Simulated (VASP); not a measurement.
# ZnS in VASP: a series of runs

ZnS is run at these levels: PBEsol-based global hybrid with 25 % exact exchange, MS2, PBE-based screened hybrid with 25 % exact exchange; tasks: single point, relaxation of cell and atoms.

Everything below comes from runs of VASP 6.6.1. Logs are shortened: lines on timing, memory, paths and dates and some standing lists are left out, and cuts for length are marked.

### Step 1. The cell of the first run

The structure is hexagonal, space group P6_3mc (No. 186). The conventional cell has a = 3.811 Å, b = 3.811 Å, c = 6.234 Å, α = 90.00°, β = 90.00°, γ = 120.00°. Zn (site symmetry 3m) has 4 S at 2.31 to 2.40 Å within 3.1 Å. Within 3.1 Å of S (site symmetry 3m) lie 4 Zn at 2.31 to 2.40 Å.

### Step 2. Single point, PBEsol-based global hybrid with 25 % exact exchange

POSCAR reads:

```
ZnS
1.0
    3.8110000000      0.0000000000      0.0000000000
   -1.9055000000      3.3004228138      0.0000000000
    0.0000000000      0.0000000000      6.2340000000
Zn S
2 2
Direct
    0.6666666667      0.3333333333      0.5000000000
    0.3333333333      0.6666666667      0.0000000000
    0.6666666667      0.3333333333      0.8850000000
    0.3333333333      0.6666666667      0.3850000000
```

INCAR.step1 reads:

```
  ALGO = Normal
  EDIFF = 1E-5
  ENCUT = 520
  GGA = PE
  ISIF = 2
  ISMEAR = -1
  LASPH = T
  LREAL = F
  LWAVE = T
  NBANDS = 26
  NELM = 60
  PREC = Accurate
  SIGMA = 0.05
```

INCAR.step2 reads:

```
  AEXX = 0.25
  ALGO = Normal
  EDIFF = 1E-6
  ENCUT = 520
  GGA = PS
  ISIF = 2
  ISMEAR = -1
  ISTART = 1
  LASPH = T
  LCHARG = T
  LELF = T
  LHFCALC = T
  LREAL = F
  LVHAR = T
  LWAVE = F
  NBANDS = 26
  NELM = 60
  PREC = Accurate
  PRECFOCK = Normal
  SIGMA = 0.05
```

KPOINTS reads:

```
k-points
0
Gamma
  4 4 3
```

Potentials or basis: VASP PAW PBE potentials, release 64 (Zn, S).

Command:

```console
cat potpaw_PBE.64/Zn/POTCAR potpaw_PBE.64/S/POTCAR > POTCAR
cp INCAR.step1 INCAR
mpirun -np 1 vasp_std > vasp.out
cp INCAR.step2 INCAR
mpirun -np 1 vasp_std > vasp.out
```

OUTCAR:

```text
AEXX = 0.25
   EDIFF = 1E-6
   ENCUT = 520
   GGA = PS
   ISIF = 2
   ISMEAR = -1
   ISTART = 1
   LASPH = T
   LHFCALC = T
   LREAL = F
   NELM = 60
   PREC = Accurate
   PRECFOCK = Normal

 ion  position               nearest neighbor table
   1  0.667  0.333  0.500-   4 2.31   4 2.31   4 2.31   3 2.40
   2  0.333  0.667  0.000-   3 2.31   3 2.31   3 2.31   4 2.40
   3  0.667  0.333  0.885-   2 2.31   2 2.31   2 2.31   1 2.40
   4  0.333  0.667  0.385-   1 2.31   1 2.31   1 2.31   2 2.40

  LATTYP: Found a hexagonal cell.
 ALAT       =     3.8110000000
 C/A-ratio  =     1.6357911309

  Lattice vectors:

 A1 = (   3.8110000000,   0.0000000000,   0.0000000000)
 A2 = (  -1.9055000000,   3.3004228138,   0.0000000000)
 A3 = (   0.0000000000,   0.0000000000,   6.2340000000)

Analysis of symmetry for initial positions (statically):
=====================================================================
 Subroutine PRICEL returns:
 Original cell was already a primitive cell.

 Routine SETGRP: Setting up the symmetry group for a
 hexagonal supercell.

 Subroutine GETGRP returns: Found 12 space group operations
 (whereof  6 operations were pure point group operations)
 out of a pool of 24 trial point group operations.

The static configuration has the point symmetry C_3v.
 The point group associated with its full space group is C_6v.

Analysis of symmetry for dynamics (positions and initial velocities):
=====================================================================
 Subroutine PRICEL returns:
 Original cell was already a primitive cell.

 Routine SETGRP: Setting up the symmetry group for a
 hexagonal supercell.

 Subroutine GETGRP returns: Found 12 space group operations
 (whereof  6 operations were pure point group operations)
 out of a pool of 24 trial point group operations.

The dynamic configuration has the point symmetry C_3v.
 The point group associated with its full space group is C_6v.

 Subroutine INISYM returns: Found 12 space group operations
 (whereof  6 operations are pure point group operations),
 and found     1 'primitive' translations

----------------------------------------------------------------------------------------

                                     Primitive cell

  volume of cell :      78.4107

  direct lattice vectors                    reciprocal lattice vectors
     3.811000000  0.000000000  0.000000000     0.262398321  0.151495741  0.000000000
    -1.905500000  3.300422814  0.000000000     0.000000000  0.302991482  0.000000000
     0.000000000  0.000000000  6.234000000     0.000000000  0.000000000  0.160410651

  length of vectors
     3.811000000  3.811000000  6.234000000     0.302991482  0.302991482  0.160410651

  position of ions in fractional coordinates (direct lattice)
     0.666666667  0.333333333  0.500000000
     0.333333333  0.666666667  0.000000000
     0.666666667  0.333333333  0.885000000
     0.333333333  0.666666667  0.385000000

  ion indices of the primitive-cell ions
   primitive index   ion index
                 1           1
                 2           2
                 3           3
                 4           4

----------------------------------------------------------------------------------------

 KPOINTS: k-points

Automatic generation of k-mesh.
 Grid dimensions read from file:
 generate k-points for:    4    4    3

 Generating k-lattice:

  Cartesian coordinates                     Fractional coordinates (reciprocal lattice)
     0.065599580  0.037873935  0.000000000     0.250000000  0.000000000  0.000000000
     0.000000000  0.075747871  0.000000000     0.000000000  0.250000000  0.000000000
     0.000000000  0.000000000  0.053470217     0.000000000  0.000000000  0.333333333

  Length of vectors
     0.075747871  0.075747871  0.053470217

  Shift w.r.t. Gamma in fractional coordinates (k-lattice)
     0.000000000  0.000000000  0.000000000

 Subroutine IBZKPT returns following result:
 ===========================================

 Found      8 irreducible k-points:

 Following reciprocal coordinates:
            Coordinates               Weight
  0.000000  0.000000  0.000000      1.000000
  0.250000  0.000000  0.000000      6.000000
  0.500000  0.000000  0.000000      3.000000
  0.250000  0.250000  0.000000      6.000000
  0.000000  0.000000  0.333333      2.000000
  0.250000  0.000000  0.333333     12.000000
  0.500000  0.000000  0.333333      6.000000
  0.250000  0.250000  0.333333     12.000000
   k-points           NKPTS =      8   k-points in BZ     NKDIM =     48   number of bands    NBANDS=     26
   number of dos      NEDOS =    301   number of ions     NIONS =      4
   total plane-waves  NPLWV =  37632
   dimension x,y,z NGX =    28 NGY =   28 NGZ =   48
   dimension x,y,z NGXF=    56 NGYF=   56 NGZF=   96
   ions per type =               2   2
   NGX,Y,Z   is equivalent  to a cutoff of  12.21, 12.21, 12.80 a.u.
   NGXF,Y,Z  is equivalent  to a cutoff of  24.43, 24.43, 25.60 a.u.
 SYSTEM =  unknown system
   PREC   = accura    normal or accurate (medium, high low for compatibility)
   ISTART =      1    job   : 0-new  1-cont  2-samecut
   ICHARG =      0    charge: 1-file 2-atom 10-const
   ISPIN  =      1    spin polarized calculation?
   LNONCOLLINEAR =      F non collinear calculations
   LSORBIT =      F    spin-orbit coupling
   LASPH  =      T    aspherical Exc in radial PAW
   ENCUT  =  520.0 eV  38.22 Ry    6.18 a.u.   7.09  7.09 11.59*2*pi/ulx,y,z
   NELM   =     60;   NELMIN=  2; NELMDL=  0     # of ELM steps
   EDIFF  = 0.1E-05   stopping-criterion for ELM
   LREAL  =      F    real-space projection
   EDIFFG = 0.1E-04   stopping-criterion for IOM
   NSW    =      0    number of steps for IOM
   IBRION =     -1    ionic relax: 0-MD 1-quasi-New 2-CG
   NFREE  =      0    steps in history (QN), initial steepest desc. (CG)
   ISIF   =      2    stress and relaxation
   ISYM   =      3    0-nonsym 1-usesym 2-fastsym
   POTIM  = 0.5000    time-step for ionic-motion
   TEBEG  =    0.0;   TEEND  =   0.0 temperature during run
   PSTRESS=    0.0 pullay stress
   NELECT =      36.0000    total number of electrons
   NUPDOWN=      -1.0000    fix difference up-down
   EMIN   =  10.00;   EMAX   =-10.00  energy-range for DOS
   EFERMI =   0.00;   METHOD = LEGACY
   ISMEAR =    -1;   SIGMA  =   0.05  broadening in eV -4-tet -1-fermi 0-gaus
   EFERMI_NEDOS =   21; number of points for ismear=-14 and -15
   IALGO  =     38    algorithm
   IMIX   =      1    mixing-type and parameters
     AMIX     =   0.40;   BMIX     =  1.00
     AMIX_MAG =   1.60;   BMIX_MAG =  1.00
  volume/ion in A,a.u.               =      19.60       132.29
  Fermi-wavevector in a.u.,A,eV,Ry     =   1.262943  2.386617 21.701647  1.595026
  Thomas-Fermi vector in A             =   2.396326
   LORBIT       =      0    0 simple, 1 ext, 2 COOP (PROOUT), +10 PAW based schemes
   GGA     = PS    functional components
   LHFCALC =     T    Hartree Fock is set to
   PRECFOCK=normal    Normal, Fast or Accurate (Low or Medium for compatibility)
   ENCUT4O =  -1.0   cutoff for four orbital integrals eV
   NKREDX  =     1    reduce k-point grid by
   NKREDY  =     1    reduce k-point grid by
   NKREDZ  =     1    reduce k-point grid by
   AEXX    =    0.2500 exact exchange contribution
   HFSCREEN=    0.0000 screening length (either q_TF or 0.3 A-1)
   HFSCREENC=   0.0000 screening length for correlation (either q_TF or 0.3 A-1)
   ENCUTFOCK=  -1.0 apply spherical cutoff to Coloumb kernel
   IVDW    =     0    specifies the selected vdW correction
   LEPSILON=     F    determine dielectric tensor
   LRPA    =     F    only Hartree local field effects (RPA)
 non-spin polarized calculation
  energy-cutoff  :      520.00
  volume of cell :       78.41
 maximum number of plane-waves:      2128
  NGX = 24; NGY = 24; NGZ = 36

 number of electron      35.9999977 magnetization

 Free energy of the ion-electron system (eV)
  ---------------------------------------------------
  ext. energy  EPLUGINS =         0.00000000
  ---------------------------------------------------
  free energy    TOTEN  =       -18.87352513 eV

  energy without entropy =      -18.87352513  energy(sigma->0) =      -18.87352513

 E-fermi :   2.1008     XC(G=0):  -7.7735

 val. band max:        1.0135166959   @ k =   0.0000   0.0000   0.0000
 cond. band min:       5.0413374458   @ k =   0.0000   0.0000   0.0000
 fundamental gap:      4.0278207499
 Fermi energy:         2.1008044496

 k-point     1 :       0.0000    0.0000    0.0000
  band No.  band energies     occupation
      1     -13.4639      2.00000
      2     -12.4613      2.00000
      3      -6.9735      2.00000
      4      -6.9735      2.00000
      5      -6.9196      2.00000
      6      -6.9104      2.00000
[... 18 lines left out ...]
     25      10.6590      0.00000
     26      12.3175      0.00000

 k-point     2 :       0.2500    0.0000    0.0000
  band No.  band energies     occupation
      1     -13.0367      2.00000
      2     -12.2442      2.00000
      3      -6.9349      2.00000
      4      -6.8984      2.00000
      5      -6.8612      2.00000
      6      -6.8060      2.00000
[... 18 lines left out ...]
     25      11.4616      0.00000
     26      11.9685      0.00000

 k-point     3 :       0.5000    0.0000    0.0000
  band No.  band energies     occupation
      1     -12.4489      2.00000
      2     -12.1057      2.00000
      3      -6.8939      2.00000
      4      -6.8456      2.00000
      5      -6.6999      2.00000
      6      -6.6742      2.00000
[... 18 lines left out ...]
     25      11.9880      0.00000
     26      14.3965      0.00000

 k-point     4 :       0.2500    0.2500    0.0000
  band No.  band energies     occupation
      1     -12.4690      2.00000
      2     -12.0971      2.00000
      3      -6.8908      2.00000
      4      -6.8011      2.00000
      5      -6.7261      2.00000
      6      -6.6977      2.00000
[... 18 lines left out ...]
     25      11.5340      0.00000
     26      12.7955      0.00000

 k-point     5 :       0.0000    0.0000    0.3333
  band No.  band energies     occupation
      1     -13.2411      2.00000
      2     -12.7431      2.00000
      3      -6.9623      2.00000
      4      -6.9623      2.00000
      5      -6.9308      2.00000
      6      -6.9308      2.00000
[... 18 lines left out ...]
     25      10.0717      0.00000
     26      10.8581      0.00000

 k-point     6 :       0.2500    0.0000    0.3333
  band No.  band energies     occupation
      1     -12.8514      2.00000
      2     -12.4554      2.00000
      3      -6.9199      2.00000
      4      -6.8812      2.00000
      5      -6.8778      2.00000
      6      -6.8316      2.00000
[... 18 lines left out ...]
     25      11.2046      0.00000
     26      11.7804      0.00000

 k-point     7 :       0.5000    0.0000    0.3333
  band No.  band energies     occupation
      1     -12.3547      2.00000
      2     -12.1818      2.00000
      3      -6.8941      2.00000
      4      -6.8115      2.00000
      5      -6.8083      2.00000
      6      -6.7343      2.00000
[... 18 lines left out ...]
     25      12.9688      0.00000
     26      13.3580      0.00000

 k-point     8 :       0.2500    0.2500    0.3333
  band No.  band energies     occupation
      1     -12.3687      2.00000
      2     -12.1814      2.00000
      3      -6.8489      2.00000
      4      -6.8147      2.00000
      5      -6.7576      2.00000
      6      -6.7411      2.00000
[... 18 lines left out ...]
     25      11.4608      0.00000
     26      12.3217      0.00000

------------------------ aborting loop because EDIFF is reached ----------------------------------------

  FORCE on cell =-STRESS in cart. coord.  units (eV):
  Direction    XX          YY          ZZ          XY          YZ          ZX
  --------------------------------------------------------------------------------------
  -------------------------------------------------------------------------------------
  Total       -0.1283747     -0.1283747     -1.2970809      0.0000000      0.0000000     -0.0000000
  in kB       -2.6230993     -2.6230993    -26.5034436      0.0000000      0.0000000     -0.0000000
  external PRESSURE =     -10.5832141 kB  Pullay stress =       0.0000000 kB

 VOLUME and BASIS-vectors are now :
 -----------------------------------------------------------------------------
  energy-cutoff  :      520.00
  volume of cell :       78.41
      direct lattice vectors                 reciprocal lattice vectors
     3.811000000  0.000000000  0.000000000     0.262398321  0.151495741  0.000000000
    -1.905500000  3.300422814  0.000000000     0.000000000  0.302991482  0.000000000
     0.000000000  0.000000000  6.234000000     0.000000000  0.000000000  0.160410651

 POSITION                                       TOTAL-FORCE (eV/Angst)
 -----------------------------------------------------------------------------------
      1.90550      1.10014      3.11700         0.000000     -0.000000      0.326901
     -0.00000      2.20028      0.00000        -0.000000     -0.000000      0.326901
      1.90550      1.10014      5.51709        -0.000000      0.000000     -0.326901
     -0.00000      2.20028      2.40009        -0.000000      0.000000     -0.326901
 -----------------------------------------------------------------------------------
    total drift:                               -0.000000     -0.000001     -0.000096

  FREE ENERGIE OF THE ION-ELECTRON SYSTEM (eV)
  ---------------------------------------------------
  free  energy   TOTEN  =       -18.8735251257 eV

  energy  without entropy=      -18.8735251257  energy(sigma->0) =      -18.87352513
```

It took 23 min on 1 thread of Intel Xeon Platinum 8259CL at 2.50GHz (Skylake/Cascade Lake), shared host; peak memory 0.21 GiB.

Results:

| Property | Result |
| --- | --- |
| Free energy | -18.8735 eV |
| Pressure | -1.1 GPa |
| Largest force | 0.327 eV/Å |
| Band gap on the k mesh | 4.03 eV |

Forces on the atoms (eV/Å):
```
Zn   0.000  0.000  0.327
Zn   0.000  0.000  0.327
S    0.000  0.000 -0.327
S    0.000  0.000 -0.327
```

Levels at points of the mesh, in eV from the valence-band top:
```csv
k point,band 15,band 16,band 17,band 18,band 19,band 20,band 21,band 22
"(0.00, 0.00, 0.00)",-0.98,-0.05,-0.05,0.00,4.03,4.84,8.21,8.21
"(0.50, 0.00, 0.00)",-3.46,-2.47,-1.73,-1.09,5.32,6.17,6.84,9.03
```

Caveat: the k points lie up to 0.48 Å⁻¹ apart; the PAW data sets were made with another functional, which shifts forces and pressure a little.

### Step 3. Single point, MS2 (last atom moved by 0.04 Å along z, cell strained by +1.0% along z)

INCAR reads:

```
SYSTEM = ZnS
METAGGA = MS2 ; ISMEAR = 0
SIGMA = 0.03 ; LWAVE = .False.
LCHARG = .False. ; ISIF = 2
PREC = Accurate ; LASPH = .True.
LREAL = .False. ; ALGO = Normal
EDIFF = 1E-7 ; NELM = 120
GGA_COMPAT = .False. ; ENCUT = 720
EFERMI = MIDGAP ; LMIXTAU = .True.
KPAR = 2 ; ADDGRID = .False.
```

KPOINTS reads:

```
Automatic mesh
0
Gamma
  13 13 7
  0 0 0
```

POSCAR reads:

```
ZnS
1.0
    3.8110000000      0.0000000000      0.0000000000
   -1.9055000000      3.3004228138      0.0000000000
    0.0000000000      0.0000000000      6.2963400000
Zn S
2 2
Direct
    0.6666666700      0.3333333300      0.5000000000
    0.3333333300      0.6666666700      0.0000000000
    0.6666666700      0.3333333300      0.8850000000
    0.3333333300      0.6666666700      0.3914164300
```

Potentials or basis: VASP PAW PBE potentials, release 64 (Zn, S).

Command:

```console
cat potpaw_PBE.64/Zn/POTCAR potpaw_PBE.64/S/POTCAR > POTCAR
mpirun -np 2 vasp_std > vasp.out
```

Run time: 14 min. Hardware: 2 MPI ranks of Intel Xeon Platinum 8488C (Sapphire Rapids), shared host; peak memory 0.5 GiB.

The run converged. Its results:

| Property | Result |
| --- | --- |
| Free energy | -25.9970 eV |
| Pressure | -0.7 GPa |
| Largest force | 0.620 eV/Å |
| Band gap on the k mesh | 2.59 eV |

Forces in eV/Å, atoms in the order of the input:
```
Zn   0.000  0.000  0.385
Zn   0.000  0.000  0.439
S    0.000  0.000 -0.204
S    0.000  0.000 -0.620
```

Stress tensor (GPa, compression positive):
```
 0.45  0.00  0.00
 0.00  0.45  0.00
 0.00  0.00 -2.88
```

Levels at points of the mesh, in eV from the valence-band top:
| k point | band 15 | band 16 | band 17 | band 18 | band 19 | band 20 | band 21 | band 22 |
| --- | --- | --- | --- | --- | --- | --- | --- | --- |
| (0.00, 0.00, 0.00) | -0.81 | -0.02 | 0.00 | 0.00 | 2.59 | 3.40 | 6.73 | 6.73 |

Caveat: the cell differs from its parent crystal (last atom moved by 0.04 Å along z, cell strained by +1.0% along z); the PAW data sets were made with another functional, which shifts forces and pressure a little. A k mesh can miss the band edges.

(Part 1 of 2 ends here.)
